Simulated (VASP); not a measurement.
A run of VASP 6.6.1:

INCAR

```
  PREC = Accurate
  ENCUT = 520
  EDIFF = 1E-6
  ISMEAR = -1
  SIGMA = 0.08
  LREAL = F
  LASPH = T
  NELM = 80
  ALGO = Normal
  ISIF = 2
  LWAVE = F
  LCHARG = F
  GGA = PE
  NBANDS = 10
```

The input KPOINTS:

```
regular mesh
0
Gamma
  13 13 13
```

POSCAR

```
Li
1.0
    1.2864738059     -0.7427459982      4.2343746610
    0.0000000000      1.4854919963      4.2343746610
   -1.2864738059     -0.7427459982      4.2343746610
Li
2
Direct
    0.2500000000      0.2500000000      0.2500000000
   -0.2500000000     -0.2500000000     -0.2500000000
```

Potentials or basis: VASP PAW PBE potentials, release 64 (Li_sv).

Launch:

```bash
$ cat potpaw_PBE.64/Li_sv/POTCAR > POTCAR
$ mpirun -np 1 vasp_std > vasp.out
```

Hardware: 1 thread of Intel(R) Xeon(R) Platinum 8488C (Sapphire Rapids), with other jobs on the host.

Task: Estimate the wall time of this run.

Result: Run time: 89 s on 1 thread of Intel(R) Xeon(R) Platinum 8488C (Sapphire Rapids), with other jobs on the host, peak memory 0.2 GiB. Counts: scf iterations 10, k points 231.
